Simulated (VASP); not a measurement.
# KCl (Fm-3m) in VASP: further runs, part 2 of 2

VASP 6.6.1.

### 3 Single point, PBE-based screened hybrid with 100 % exact exchange

Input file POSCAR:

```
KCl
1.0
    0.0000000000      3.1448471320      3.1448471320
    3.1448471320      0.0000000000      3.1448471320
    3.1448471320      3.1448471320      0.0000000000
K Cl
1 1
Direct
    0.0000000000      0.0000000000      0.0000000000
    0.5000000000      0.5000000000      0.5000000000
```

Input file INCAR.step1:

```
  PREC = Accurate
  ENCUT = 520
  EDIFF = 1E-5
  ISMEAR = 0
  SIGMA = 0.01
  LREAL = False
  LASPH = True
  NELM = 80
  ALGO = Normal
  ISIF = 2
  LWAVE = True
  LCHARG = False
  GGA = PE
  NBANDS = 15
```

Input file INCAR.step2:

```
  PREC = Accurate
  ENCUT = 520
  EDIFF = 1E-6
  ISMEAR = 0
  SIGMA = 0.01
  LREAL = False
  LASPH = True
  NELM = 80
  ALGO = Normal
  ISIF = 2
  LWAVE = False
  LCHARG = False
  GGA = PE
  LHFCALC = True
  AEXX = 1.0
  HFSCREEN = 0.1
  PRECFOCK = Normal
  ISTART = 1
  NBANDS = 15
  ALDAC = 1.0
  AGGAC = 1.0
```

Input file KPOINTS:

```
regular mesh
0
Gamma
  4 4 4
```

Potentials or basis: VASP PAW PBE potentials, release 64 (K_sv, Cl).

The run is started by

```sh
$ cat potpaw_PBE.64/K_sv/POTCAR potpaw_PBE.64/Cl/POTCAR > POTCAR
$ cp INCAR.step1 INCAR
$ mpirun -np 1 vasp_std > vasp.out
$ cp INCAR.step2 INCAR
$ mpirun -np 1 vasp_std > vasp.out
```

OUTCAR:

```text
PREC = Accurate
   ENCUT = 520
   EDIFF = 1E-6
   ISMEAR = 0
   LREAL = False
   LASPH = True
   NELM = 80
   ISIF = 2
   GGA = PE
   LHFCALC = True
   AEXX = 1.0
   HFSCREEN = 0.1
   PRECFOCK = Normal
   ISTART = 1

 ion  position               nearest neighbor table
   1  0.000  0.000  0.000-   2 3.14   2 3.14   2 3.14   2 3.14   2 3.14   2 3.14
   2  0.500  0.500  0.500-   1 3.14   1 3.14   1 3.14   1 3.14   1 3.14   1 3.14

  LATTYP: Found a face centered cubic cell.
 ALAT       =     6.2896942640

[... 324 lines left out ...]

  FORCE on cell =-STRESS in cart. coord.  units (eV):
  Direction    XX          YY          ZZ          XY          YZ          ZX
  --------------------------------------------------------------------------------------
  -------------------------------------------------------------------------------------
  Total       -0.2553838     -0.2553838     -0.2553838      0.0000000      0.0000000     -0.0000000
  in kB       -6.5777187     -6.5777187     -6.5777187      0.0000000      0.0000000     -0.0000000
  external PRESSURE =      -6.5777187 kB  Pullay stress =       0.0000000 kB

 VOLUME and BASIS-vectors are now :
 -----------------------------------------------------------------------------
  energy-cutoff  :      520.00
  volume of cell :       62.21
      direct lattice vectors                 reciprocal lattice vectors
     0.000000000  3.144847132  3.144847132    -0.158990240  0.158990240  0.158990240
     3.144847132  0.000000000  3.144847132     0.158990240 -0.158990240  0.158990240
     3.144847132  3.144847132  0.000000000     0.158990240  0.158990240 -0.158990240

 POSITION                                       TOTAL-FORCE (eV/Angst)
 -----------------------------------------------------------------------------------
      0.00000      0.00000      0.00000        -0.000000      0.000000     -0.000000
      3.14485      3.14485      3.14485         0.000000     -0.000000      0.000000
 -----------------------------------------------------------------------------------
    total drift:                               -0.000003     -0.000006     -0.000007

  FREE ENERGIE OF THE ION-ELECTRON SYSTEM (eV)
  ---------------------------------------------------
  free  energy   TOTEN  =       -12.2816700478 eV

  energy  without entropy=      -12.2816700478  energy(sigma->0) =      -12.28167005
```

OUTCAR.step1:

```text
PREC = Accurate
   ENCUT = 520
   EDIFF = 1E-5
   ISMEAR = 0
   LREAL = False
[... 348 lines left out ...]
      0.00000      0.00000      0.00000         0.000000      0.000000     -0.000000
      3.14485      3.14485      3.14485        -0.000000     -0.000000      0.000000
 -----------------------------------------------------------------------------------
    total drift:                                0.000000      0.000000      0.000000

  FREE ENERGIE OF THE ION-ELECTRON SYSTEM (eV)
  ---------------------------------------------------
  free  energy   TOTEN  =        -6.8032020485 eV

  energy  without entropy=       -6.8032020485  energy(sigma->0) =       -6.80320205
```

OSZICAR.step1:

```text
N       E                     dE             d eps       ncg     rms          rms(c)
DAV:   1     0.994237948864E+02    0.99424E+02   -0.70663E+03   240   0.955E+02
DAV:   2    -0.750488840786E+00   -0.10017E+03   -0.92662E+02   311   0.233E+02
DAV:   3    -0.686898830307E+01   -0.61185E+01   -0.60838E+01   338   0.511E+01
DAV:   4    -0.709248397005E+01   -0.22350E+00   -0.22344E+00   389   0.863E+00
DAV:   5    -0.709425262856E+01   -0.17687E-02   -0.17686E-02   331   0.860E-01    0.334E+00
DAV:   6    -0.680402602870E+01    0.29023E+00   -0.42237E-01   296   0.327E+00    0.272E+00
DAV:   7    -0.678974169606E+01    0.14284E-01   -0.11443E-01   317   0.185E+00    0.158E+00
DAV:   8    -0.680201225876E+01   -0.12271E-01   -0.16891E-02   301   0.964E-01    0.204E-01
DAV:   9    -0.680253771669E+01   -0.52546E-03   -0.90064E-04   317   0.183E-01    0.104E-01
DAV:  10    -0.680319906370E+01   -0.66135E-03   -0.72738E-04   254   0.165E-01    0.252E-02
DAV:  11    -0.680320204850E+01   -0.29848E-05   -0.22205E-05   325   0.287E-02
   1 F= -.68032020E+01 E0= -.68032020E+01  d E =-.153980E-84
```

Wall time 14 min (1 thread of Oxide Virtual Turin-like, shared host); peak memory 0.28 GiB.

What came out:

```yaml
Free_energy: -12.2817 eV
Pressure: -0.7 GPa
Band_gap_on_the_k_mesh: 12.09 eV
```

Levels at points of the mesh, in eV from the valence-band top:
```
           k point  band 5  band 6  band 7  band 8  band 9  band 10  band 11  band 12
(0.00, 0.00, 0.00)  -13.38    0.00    0.00    0.00   12.09    16.09    16.09    16.09
(0.50, 0.00, 0.00)  -13.18   -1.22   -0.37   -0.37   14.44    16.11    18.99    18.99
(0.50, 0.50, 0.00)  -13.44   -0.82   -0.29   -0.29   13.54    15.90    17.29    19.02
```

Caveat: the k points lie up to 0.43 Å⁻¹ apart; the PAW data sets were made with another functional, which shifts forces and pressure a little.

### 4 Single point, PBE-based screened hybrid with 50 % exact exchange

POSCAR is that of step 3.

Input file INCAR.step1:

```
PREC = Accurate
ENCUT = 520
EDIFF = 1E-5
ISMEAR = 0
SIGMA = 0.01
LREAL = False
LASPH = True
NELM = 80
ALGO = Normal
ISIF = 2
LWAVE = True
NBANDS = 15
GGA = PE
```

Input file INCAR.step2:

```
PREC = Accurate
ENCUT = 520
EDIFF = 1E-6
ISMEAR = 0
SIGMA = 0.01
LREAL = False
LASPH = True
NELM = 80
ALGO = Normal
ISIF = 2
LWAVE = False
LCHARG = True
GGA = PE
LHFCALC = True
AEXX = 0.5
HFSCREEN = 0.2078
PRECFOCK = Normal
LELF = True
LVHAR = True
NBANDS = 15
ISTART = 1
```

KPOINTS is that of step 3.

The run is started by

```sh
$ cat potpaw_PBE.64/K_sv/POTCAR potpaw_PBE.64/Cl/POTCAR > POTCAR
$ cp INCAR.step1 INCAR
$ mpirun -np 1 vasp_std > vasp.out
$ cp INCAR.step2 INCAR
$ mpirun -np 1 vasp_std > vasp.out
```

Run time: 14 min. Hardware: 1 thread of Oxide Virtual Turin-like, shared host; peak memory 0.28 GiB.

The run converged. Its results:

```
Free energy            : -8.9665 eV
Pressure               : 0.2 GPa
Band gap on the k mesh : 7.85 eV
```

Levels at points of the mesh, in eV from the valence-band top:
```
           k point  band 4  band 5  band 6  band 7  band 8  band 9  band 10  band 11  band 12  band 13
(0.00, 0.00, 0.00)  -12.05  -12.05    0.00    0.00    0.00    7.85    11.45    11.45    11.45    12.60
(0.50, 0.00, 0.00)  -12.05  -11.83   -1.13   -0.34   -0.34   10.24    11.60    14.09    14.09    14.40
(0.50, 0.50, 0.00)  -12.11  -12.11   -0.73   -0.26   -0.26    9.27    11.32    12.93    13.82    14.23
```

Caveat: the k points lie up to 0.43 Å⁻¹ apart; the PAW data sets were made with another functional, which shifts forces and pressure a little.

### 5 Single point, HSE06

POSCAR is that of step 4.

Input file INCAR.step1:

```
SYSTEM = KCl
ALGO     = Normal         ! electronic algorithm
EDIFF    = 1E-5           ! SCF threshold, eV
ENCUT    = 520            ! plane-wave cutoff, eV
GGA      = PE             ! functional
ISIF     = 2              ! what is computed and relaxed
ISMEAR   = 0              ! smearing method
LASPH    = .True.         ! aspherical terms in the spheres
LCHARG   = .False.        ! write CHGCAR
LREAL    = .False.        ! projectors in reciprocal space
LWAVE    = .True.         ! write WAVECAR
NBANDS   = 15             ! bands
NELM     = 100            ! most SCF steps
PREC     = Accurate       ! precision mode
SIGMA    = 0.01           ! smearing width, eV
```

Input file INCAR.step2:

```
SYSTEM = KCl
ALGO     = Normal         ! electronic algorithm
EDIFF    = 1E-6           ! SCF threshold, eV
ENCUT    = 520            ! plane-wave cutoff, eV
GGA      = PE             ! functional
HFSCREEN = 0.2079         ! screening, 1/A
ISIF     = 2              ! what is computed and relaxed
ISMEAR   = 0              ! smearing method
ISTART   = 1            
LASPH    = .True.         ! aspherical terms in the spheres
LCHARG   = .False.        ! write CHGCAR
LHFCALC  = .True.         ! exact exchange
LREAL    = .False.        ! projectors in reciprocal space
LWAVE    = .False.        ! write WAVECAR
NBANDS   = 15             ! bands
NELM     = 100            ! most SCF steps
PREC     = Accurate       ! precision mode
PRECFOCK = Normal       
SIGMA    = 0.01           ! smearing width, eV
```

Input file KPOINTS:

```
k-points
0
Gamma
  4 4 4
  0 0 0
```

The run is started by

```sh
$ cat potpaw_PBE.64/K_sv/POTCAR potpaw_PBE.64/Cl/POTCAR > POTCAR
$ cp INCAR.step1 INCAR
$ mpirun -np 1 vasp_std > vasp.out
$ cp INCAR.step2 INCAR
$ mpirun -np 1 vasp_std > vasp.out
```

It took 10 min on 1 thread of Oxide Virtual Turin-like, shared host; peak memory 0.28 GiB.

It converged, with:

```yaml
Free_energy: -7.8650 eV
Pressure: 0.5 GPa
Band_gap_on_the_k_mesh: 6.50 eV
```

Levels at points of the mesh, in eV from the valence-band top:
```tsv
k point	band 6	band 7	band 8	band 9	band 10	band 11
(0.00, 0.00, 0.00)	0.00	0.00	0.00	6.50	9.92	9.92
(0.50, 0.00, 0.00)	-1.10	-0.34	-0.34	8.90	10.11	12.32
(0.50, 0.50, 0.00)	-0.70	-0.24	-0.24	7.89	9.83	11.50
```

Caveat: the k points lie up to 0.43 Å⁻¹ apart; the PAW data sets were made with another functional, which shifts forces and pressure a little.

### 6 Summary

```csv
level,share of exact exchange,screening parameter,gap on the mesh (eV),pressure (GPa)
PBE-based screened hybrid with 75 % exact exchange,0.75,0.5 1/Å,7.27,0.0
PBE-based screened hybrid with 100 % exact exchange,1,0.1 1/Å,12.09,-0.7
PBE-based screened hybrid with 50 % exact exchange,0.5,0.2078 1/Å,7.85,0.2
HSE06,0.25,0.2079 1/Å,6.50,0.5
```

Alike in all rows: task single point; potentials or basis VASP PAW PBE potentials, release 64 (K_sv, Cl); no spin polarisation; cell as given; k mesh 4 × 4 × 4; cutoff (eV) 520; smearing gaussian 0.01 eV.

Caveats: all runs use coarse meshes; the PAW data sets were made with another functional, which shifts forces and pressure a little.

Total energies depend on the potentials used, so only differences within one code and one set of settings carry meaning.
